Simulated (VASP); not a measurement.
Re: single point with PBE

Re:

```
CELL_PARAMETERS angstrom
2.91360 0.00000 0.00000
-1.45680 2.52325 0.00000
0.00000 0.00000 4.84300
ATOMIC_POSITIONS crystal
Re 0.33333 0.66667 0.25000
Re 0.66667 0.33333 0.75000
```

```yaml
Program: VASP 6.6.1
Task: single point
Functional: PBE
Potentials_or_basis: VASP PAW PBE potentials, release 64 (Re)
Cutoff: 520 eV
k_mesh: 18 × 18 × 10
Occupations: gaussian, width 0.15 eV
Spin: no spin polarisation
```

* Pressure: -43.4 GPa
* Band gap on the k mesh: zero (bands 7 and 8 overlap by 2.27 eV)

Stress tensor (GPa, compression positive):
```
-41.03   0.00   0.00
  0.00 -41.03   0.00
  0.00   0.00 -48.26
```

Levels at points of the mesh, in eV from the Fermi level:
| k point | band 4 | band 5 | band 6 | band 7 | band 8 | band 9 | band 10 | band 11 |
| --- | --- | --- | --- | --- | --- | --- | --- | --- |
| (0.00, 0.00, 0.00) | -1.15 | -1.15 | -0.60 | -0.60 | 0.11 | 0.32 | 0.32 | 2.51 |
| (0.50, 0.00, 0.00) | -1.50 | -1.28 | -1.28 | -0.69 | 3.05 | 3.09 | 3.42 | 4.57 |
| (0.00, 0.00, 0.50) | -2.03 | -1.21 | -1.21 | -1.21 | -1.21 | 1.85 | 1.85 | 1.85 |
| (0.50, 0.00, 0.50) | -3.23 | 0.39 | 0.39 | 0.65 | 0.65 | 3.28 | 3.28 | 3.57 |

It took 110 s on 1 thread of Intel(R) Xeon(R) Platinum 8259CL CPU @ 2.50GHz (Skylake/Cascade Lake) (shared host), peak memory 0.23 GiB.

Caveat: the stress differs along the axes, from -48 to -41 GPa; spin-orbit coupling is left out, which moves the levels of the heavy elements.
